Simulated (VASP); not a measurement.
# Pt (P2_1/m) in VASP: notebook

Runs on Pt. Level: LDA. Tasks: single point.

Everything below comes from runs of VASP 6.6.1. Logs are shortened: lines on timing, memory, paths and dates and some standing lists are left out, and cuts for length are marked.

## (1) The cell of the first run

Symmetry: P2_1/m, No. 11, monoclinic system. Conventional cell: a = 2.708 Å, b = 4.677 Å, c = 2.708 Å, α = 90.00°, β = 120.00°, γ = 90.00°. Pt (site symmetry m) has 12 Pt at 2.71 to 2.85 Å within 3.6 Å.

## (2) Single point, LDA (atoms displaced along a vibrational mode)

INCAR

```
PREC = Accurate
ENCUT = 520
EDIFF = 1E-6
ISMEAR = 0
SIGMA = 0.15
LREAL = False
LASPH = True
NELM = 60
ALGO = Fast
ISIF = 2
LWAVE = False
LCHARG = False
NBANDS = 28
```

KPOINTS

```
regular mesh
0
Gamma
  18 18 6
```

POSCAR

```
Pt
1.0
    2.7082945870      0.0000000000      0.0000000000
   -1.3541472935      2.3454519133      0.0000000000
    0.0000000000      0.0000000000      9.3530207388
Pt
4
Direct
    0.6515238874      0.3222480496      0.3750000000
    0.6515238874      0.3222480496      0.8750000000
    0.3484761126      0.6777519504      0.1250000000
    0.3484761126      0.6777519504      0.6250000000
```

Potentials or basis: VASP PAW LDA potentials, release 64 (Pt).

Command:

```bash
$ cat potpaw_LDA.64/Pt/POTCAR > POTCAR
$ mpirun -np 1 vasp_std > vasp.out
```

OUTCAR:

```text
PREC = Accurate
   ENCUT = 520
   EDIFF = 1E-6
   ISMEAR = 0
   LREAL = False
   LASPH = True
   NELM = 60
   ISIF = 2

 ion  position               nearest neighbor table
   1  0.652  0.322  0.375-   3 2.78   4 2.78   3 2.80   4 2.80   3 2.85   4 2.85
   2  0.652  0.322  0.875-   3 2.78   4 2.78   3 2.80   4 2.80   3 2.85   4 2.85
   3  0.348  0.678  0.125-   1 2.78   2 2.78   1 2.80   2 2.80   1 2.85   2 2.85
   4  0.348  0.678  0.625-   1 2.78   2 2.78   1 2.80   2 2.80   1 2.85   2 2.85

  LATTYP: Found a hexagonal cell.
 ALAT       =     2.7082945870
 C/A-ratio  =     3.4534724486

  Lattice vectors:

 A1 = (   2.7082945870,   0.0000000000,   0.0000000000)
 A2 = (  -1.3541472935,   2.3454519133,   0.0000000000)
 A3 = (   0.0000000000,   0.0000000000,   9.3530207388)

Analysis of symmetry for initial positions (statically):
=====================================================================
 Subroutine PRICEL returns following result:

  LATTYP: Found a hexagonal cell.
 ALAT       =     2.7082945870
 C/A-ratio  =     1.7267362243

  Lattice vectors:

 A1 = (   2.7082945870,   0.0000000000,   0.0000000000)
 A2 = (  -1.3541472935,   2.3454519133,   0.0000000000)
 A3 = (   0.0000000000,   0.0000000000,   4.6765103694)

   2 primitive cells build up your supercell.

 Routine SETGRP: Setting up the symmetry group for a
 hexagonal supercell.

 Subroutine GETGRP returns: Found  4 space group operations
 (whereof  2 operations were pure point group operations)
 out of a pool of 24 trial point group operations.

The static configuration has the point symmetry S_2 .
 The point group associated with its full space group is C_2h.

Analysis of symmetry for dynamics (positions and initial velocities):
=====================================================================
 Subroutine PRICEL returns following result:

  LATTYP: Found a hexagonal cell.
 ALAT       =     2.7082945870
 C/A-ratio  =     1.7267362243

  Lattice vectors:

 A1 = (   2.7082945870,   0.0000000000,   0.0000000000)
 A2 = (  -1.3541472935,   2.3454519133,   0.0000000000)
 A3 = (   0.0000000000,   0.0000000000,   4.6765103694)

   2 primitive cells build up your supercell.

 Routine SETGRP: Setting up the symmetry group for a
 hexagonal supercell.

 Subroutine GETGRP returns: Found  4 space group operations
 (whereof  2 operations were pure point group operations)
 out of a pool of 24 trial point group operations.

The dynamic configuration has the point symmetry S_2 .
 The point group associated with its full space group is C_2h.

 Subroutine INISYM returns: Found  4 space group operations
 (whereof  2 operations are pure point group operations),
 and found     2 'primitive' translations

----------------------------------------------------------------------------------------

                                     Primitive cell

  volume of cell :      29.7060

  direct lattice vectors                    reciprocal lattice vectors
     2.708294587  0.000000000  0.000000000     0.369236052  0.213178534  0.000000000
    -1.354147294  2.345451913  0.000000000     0.000000000  0.426357068  0.000000000
     0.000000000  0.000000000  4.676510369     0.000000000  0.000000000  0.213834659

  length of vectors
     2.708294587  2.708294587  4.676510369     0.426357068  0.426357068  0.213834659

  position of ions in fractional coordinates (direct lattice)
     0.651523887  0.322248050  0.750000000
     0.348476113  0.677751950  0.250000000

  ion indices of the primitive-cell ions
   primitive index   ion index
                 1           1
                 2           3

----------------------------------------------------------------------------------------

 KPOINTS: regular mesh

Automatic generation of k-mesh.
 Grid dimensions read from file:
 generate k-points for:   18   18    6

 Generating k-lattice:

  Cartesian coordinates                     Fractional coordinates (reciprocal lattice)
     0.020513114  0.011843252  0.000000000     0.055555556  0.000000000  0.000000000
     0.000000000  0.023686504  0.000000000     0.000000000  0.055555556  0.000000000
     0.000000000  0.000000000  0.017819555     0.000000000  0.000000000  0.166666667

  Length of vectors
     0.023686504  0.023686504  0.017819555

  Shift w.r.t. Gamma in fractional coordinates (k-lattice)
     0.000000000  0.000000000  0.000000000

 Subroutine IBZKPT returns following result:
 ===========================================

 Found    656 irreducible k-points:

 Following reciprocal coordinates:
            Coordinates               Weight
  0.000000  0.000000  0.000000      1.000000
  0.055556  0.000000  0.000000      2.000000
  0.000000  0.055556  0.000000      2.000000
 -0.055556  0.055556  0.000000      2.000000
  0.111111  0.000000  0.000000      2.000000
  0.000000  0.111111  0.000000      2.000000
[... 16 lines left out ...]
  0.444444 -0.000000  0.000000      2.000000
  0.000000  0.444444  0.000000      2.000000
 [... further k-points ...]
   k-points           NKPTS =    656   k-points in BZ     NKDIM =    656   number of bands    NBANDS=     28
   number of dos      NEDOS =    301   number of ions     NIONS =      4
   total plane-waves  NPLWV =  28000
   dimension x,y,z NGX =    20 NGY =   20 NGZ =   70
   dimension x,y,z NGXF=    40 NGYF=   40 NGZF=  140
   ions per type =               4
   NGX,Y,Z   is equivalent  to a cutoff of  12.28, 12.28, 12.44 a.u.
   NGXF,Y,Z  is equivalent  to a cutoff of  24.55, 24.55, 24.88 a.u.
 SYSTEM =  unknown system
   PREC   = accura    normal or accurate (medium, high low for compatibility)
   ISTART =      0    job   : 0-new  1-cont  2-samecut
   ICHARG =      2    charge: 1-file 2-atom 10-const
   ISPIN  =      1    spin polarized calculation?
   LNONCOLLINEAR =      F non collinear calculations
   LSORBIT =      F    spin-orbit coupling
   LASPH  =      T    aspherical Exc in radial PAW
   ENCUT  =  520.0 eV  38.22 Ry    6.18 a.u.   5.04  5.04 17.39*2*pi/ulx,y,z
   NELM   =     60;   NELMIN=  2; NELMDL= -5     # of ELM steps
   EDIFF  = 0.1E-05   stopping-criterion for ELM
   LREAL  =      F    real-space projection
   EDIFFG = 0.1E-04   stopping-criterion for IOM
   NSW    =      0    number of steps for IOM
   IBRION =     -1    ionic relax: 0-MD 1-quasi-New 2-CG
   NFREE  =      0    steps in history (QN), initial steepest desc. (CG)
   ISIF   =      2    stress and relaxation
   ISYM   =      2    0-nonsym 1-usesym 2-fastsym
   POTIM  = 0.5000    time-step for ionic-motion
   TEBEG  =    0.0;   TEEND  =   0.0 temperature during run
   PSTRESS=    0.0 pullay stress
   NELECT =      40.0000    total number of electrons
   NUPDOWN=      -1.0000    fix difference up-down
   EMIN   =  10.00;   EMAX   =-10.00  energy-range for DOS
   EFERMI =   0.00;   METHOD = LEGACY
   ISMEAR =     0;   SIGMA  =   0.15  broadening in eV -4-tet -1-fermi 0-gaus
   EFERMI_NEDOS =   21; number of points for ismear=-14 and -15
   IALGO  =     68    algorithm
   IMIX   =      4    mixing-type and parameters
     AMIX     =   0.40;   BMIX     =  1.00
     AMIX_MAG =   1.60;   BMIX_MAG =  1.00
  volume/ion in A,a.u.               =      14.85       100.23
  Fermi-wavevector in a.u.,A,eV,Ry     =   1.434840  2.711454 28.011198  2.058765
  Thomas-Fermi vector in A             =   2.554204
   LORBIT       =      0    0 simple, 1 ext, 2 COOP (PROOUT), +10 PAW based schemes
   GGA     = CA    functional components
   LHFCALC =     F    Hartree Fock is set to
   AEXX    =    0.0000 exact exchange contribution
   IVDW    =     0    specifies the selected vdW correction
   LEPSILON=     F    determine dielectric tensor
   LRPA    =     F    only Hartree local field effects (RPA)
 non-spin polarized calculation
 RMM-DIIS sequential band-by-band and
 Gauss-broadening in eV      SIGMA  =   0.15
  energy-cutoff  :      520.00
  volume of cell :       59.41
 maximum number of plane-waves:      1629
   NGX = 11   NGY = 11   NGZ = 35

 number of electron      39.9999995 magnetization

 Free energy of the ion-electron system (eV)
  ---------------------------------------------------
  ext. energy  EPLUGINS =         0.00000000
  ---------------------------------------------------
  free energy    TOTEN  =       -29.80231846 eV

  energy without entropy =      -29.72532711  energy(sigma->0) =      -29.76382279

 E-fermi :  11.4138     XC(G=0): -13.7716

 val. band max:       11.4130778213   @ k =  -0.4444   0.3889   0.0000
 cond. band min:      11.4144582320   @ k =  -0.3333   0.3333   0.0000
 fundamental gap:      0.0013804107
 Fermi energy:        11.4138202906

 k-point     1 :       0.0000    0.0000    0.0000
  band No.  band energies     occupation
      1       1.0175      2.00000
      2       2.8528      2.00000
      3       2.8528      2.00000
      4       3.7216      2.00000
      5       7.0342      2.00000
      6       7.0342      2.00000
[... 20 lines left out ...]
     27      23.8521      0.00000
     28      26.3721      0.00000

 k-point     2 :       0.0556    0.0000    0.0000
  band No.  band energies     occupation
      1       1.1360      2.00000
      2       2.9689      2.00000
      3       2.9689      2.00000
      4       3.8301      2.00000
      5       6.9666      2.00000
      6       6.9666      2.00000
[... 20 lines left out ...]
     27      23.9287      0.00000
     28      26.5773      0.00000

 k-point     3 :       0.0000    0.0556    0.0000
  band No.  band energies     occupation
      1       1.1368      2.00000
      2       2.9700      2.00000
      3       2.9700      2.00000
      4       3.8335      2.00000
      5       6.9542      2.00000
      6       6.9542      2.00000
[... 20 lines left out ...]
     27      23.9184      0.00000
     28      26.5559      0.00000

 k-point     4 :      -0.0556    0.0556    0.0000
  band No.  band energies     occupation
      1       1.1366      2.00000
      2       2.9698      2.00000
      3       2.9698      2.00000
      4       3.8327      2.00000
      5       6.9569      2.00000
      6       6.9569      2.00000
[... 578 lines left out ...]
     27      20.5640      0.00000
     28      20.5640      0.00000

 k-point    23 :       0.4444   -0.0000    0.0000
  band No.  band energies     occupation
      1       4.3124      2.00000
      2       4.3226      2.00000
      3       4.3226      2.00000
      4       4.4333      2.00000
      5       5.1091      2.00000
      6       5.7464      2.00000
[... 20 lines left out ...]
     27      18.8948      0.00000
     28      19.8083      0.00000

 k-point    24 :       0.0000    0.4444    0.0000
  band No.  band energies     occupation
      1       4.2476      2.00000
      2       4.2476      2.00000
      3       4.3830      2.00000
      4       4.5701      2.00000
      5       5.2968      2.00000
      6       5.6876      2.00000
[... 20 lines left out ...]
     27      19.0973      0.00000
     28      20.5588      0.00000

 [... further k-points ...]

------------------------ aborting loop because EDIFF is reached ----------------------------------------

  FORCE on cell =-STRESS in cart. coord.  units (eV):
  Direction    XX          YY          ZZ          XY          YZ          ZX
  --------------------------------------------------------------------------------------
  -------------------------------------------------------------------------------------
  Total        0.3649921      0.5051095      0.1824213     -0.0266204      0.0000000      0.0000000
  in kB        9.8428235     13.6214000      4.9193972     -0.7178791      0.0000000      0.0000000
  external PRESSURE =       9.4612069 kB  Pullay stress =       0.0000000 kB

 VOLUME and BASIS-vectors are now :
 -----------------------------------------------------------------------------
  energy-cutoff  :      520.00
  volume of cell :       59.41
      direct lattice vectors                 reciprocal lattice vectors
     2.708294587  0.000000000  0.000000000     0.369236052  0.213178534  0.000000000
    -1.354147294  2.345451913  0.000000000     0.000000000  0.426357068  0.000000000
     0.000000000  0.000000000  9.353020739     0.000000000  0.000000000  0.106917329

 POSITION                                       TOTAL-FORCE (eV/Angst)
 -----------------------------------------------------------------------------------
      1.32815      0.75582      3.50738        -0.022793     -0.003543     -0.000000
      1.32815      0.75582      8.18389        -0.022793     -0.003543     -0.000000
      0.02600      1.58963      1.16913         0.022793      0.003543      0.000000
      0.02600      1.58963      5.84564         0.022793      0.003543      0.000000
 -----------------------------------------------------------------------------------
    total drift:                               -0.000000      0.000000      0.000000

  FREE ENERGIE OF THE ION-ELECTRON SYSTEM (eV)
  ---------------------------------------------------
  free  energy   TOTEN  =       -29.8023184643 eV

  energy  without entropy=      -29.7253271127  energy(sigma->0) =      -29.76382279
```

Wall time 13 min (1 thread of Intel Xeon 6975P-C (Granite Rapids), shared host); peak memory 0.78 GiB.

What came out:

| Item | Value |
| --- | --- |
| Free energy | -29.8023 eV |
| Pressure | 0.9 GPa |
| Largest force | 0.023 eV/Å |
| Band gap on the k mesh | zero (bands 20 and 21 overlap by 1.40 eV) |

Forces on the atoms (eV/Å):
```
Pt  -0.023 -0.004  0.000
Pt  -0.023 -0.004  0.000
Pt   0.023  0.004  0.000
Pt   0.023  0.004  0.000
```

Stress tensor (GPa, compression positive):
```
 0.98 -0.07  0.00
-0.07  1.36  0.00
 0.00  0.00  0.49
```

Levels at points of the mesh, in eV from the Fermi level:
```csv
k point,band 18,band 19,band 20,band 21,band 22,band 23
"(0.00, 0.00, 0.00)",-0.97,-0.94,-0.94,-0.83,-0.83,-0.40
"(0.50, 0.00, 0.00)",0.45,0.45,0.50,1.90,1.90,2.20
"(0.00, 0.50, 0.00)",0.44,0.44,0.57,1.52,1.52,2.51
"(0.50, 0.50, 0.00)",0.44,0.44,0.55,1.62,1.62,2.42
"(0.00, 0.00, 0.50)",-1.77,-1.48,-1.48,-0.46,-0.46,-0.29
"(0.50, 0.00, 0.50)",0.40,0.49,0.49,1.12,1.12,3.57
"(0.00, 0.50, 0.50)",0.35,0.53,0.53,1.50,1.50,3.27
"(0.50, 0.50, 0.50)",0.36,0.52,0.52,1.40,1.40,3.35
```

Caveat: the cell differs from its parent crystal (atoms displaced along a vibrational mode); spin-orbit coupling is left out, which moves the levels of the heavy elements.

[end of part 1 of 2]
